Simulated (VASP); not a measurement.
## CdS: single point with r2SCAN

The system is CdS.

```xyz
2
Lattice="0.0000 2.9392 3.0568 2.9392 0.0000 3.0568 2.9392 2.9392 0.0000" Properties=species:S:1:pos:R:3 pbc="T T T"
Cd    0.0000    0.0000    0.0000
S     1.4696    1.4696    1.5284
```

This cell differs from its parent crystal: uniaxial z strain +4.0%.

```
Program                : VASP 6.6.1
Task                   : single point
Functional             : r2SCAN
Potentials or basis    : VASP PAW PBE potentials, release 64 (Cd, S)
Cutoff                 : 520 eV
k mesh                 : 8 × 8 × 8
Occupations            : gaussian, width 0.01 eV
Spin                   : no spin polarisation
Dipole correction      : no
Further INCAR settings : ALGO = Normal; EDIFF = 1e-06; NBANDS = 16
```

```json
{"Pressure": "-2.0 GPa", "Band gap on the k mesh": "1.40 eV"}
```

Stress tensor (GPa, compression positive):
```
-1.68  0.00  0.00
 0.00 -1.68  0.00
 0.00  0.00 -2.56
```

Levels at points of the mesh, in eV from the valence-band top:
```tsv
k point	band 7	band 8	band 9	band 10	band 11	band 12
(0.00, 0.00, 0.00)	-0.12	0.00	0.00	1.40	7.05	7.05
(0.50, 0.00, 0.00)	-4.12	-0.80	-0.64	3.32	7.29	7.59
(0.50, 0.50, 0.00)	-3.89	-1.65	-1.65	3.99	4.85	9.20
(0.50, 0.00, 0.50)	-3.66	-1.83	-1.77	3.85	4.52	9.59
```

It used 420 s of CPU time on 1 thread of AMD EPYC 7R13 Processor (Zen 3), on a shared host.

Caveat: the cell differs from its parent crystal (uniaxial z strain +4.0%); the PAW data sets were made with another functional, which shifts forces and pressure a little.
